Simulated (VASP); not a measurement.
Runs of VASP 6.6.1 on Hg. The structure is that of space group P6/mmm (No. 191), or close to it. The cells are those of the table. 

```tsv
cell	k mesh	gap on the mesh (eV)	pressure (GPa)
a = 5.185, b = 5.185, c = 2.982 Å, angles 90.0, 90.0, 120.0°, 3 atoms	8 × 8 × 12	none	2.1
a = 5.256, b = 5.256, c = 3.023 Å, angles 90.0, 90.0, 120.0°, 3 atoms	8 × 8 × 12	none	0.3
a = 5.393, b = 5.393, c = 3.101 Å, angles 90.0, 90.0, 120.0°, 3 atoms	8 × 8 × 12	none	(b)
a = 5.037, b = 5.037, c = 2.897 Å, angles 90.0, 90.0, 120.0°, 3 atoms	8 × 8 × 12	none	(c)
a = 5.112, b = 5.112, c = 2.940 Å, angles 90.0, 90.0, 120.0°, 3 atoms	8 × 8 × 12	none	4.6
a = 5.325, b = 5.325, c = 3.063 Å, angles 90.0, 90.0, 120.0°, 3 atoms	8 × 8 × 12	none	(a)
a = 5.256, b = 5.256, c = 3.023 Å, angles 90.0, 90.0, 120.0°, 3 atoms	9 × 9 × 14	none	0.4
a = 5.459, b = 5.459, c = 3.139 Å, angles 90.0, 90.0, 120.0°, 3 atoms	8 × 8 × 12	none	-2.4
```

Alike in all rows: task single point; level PBEsol; potentials or basis VASP PAW PBE potentials, release 64 (Hg); no spin polarisation; cutoff (eV) 520; smearing fermi-dirac 0.1 eV.

**Question.** Fill in the values left out.

**Answer.** (a) -0.9; (b) -1.8; (c) 7.9.

Caveats: the PAW data sets were made with another functional, which shifts forces and pressure a little; spin-orbit coupling is left out, which moves the levels of the heavy elements.

A k mesh can miss the band edges, and the runs leave out spin-orbit coupling on Hg.

A gap of «none» marks levels without a gap at the run's occupations.
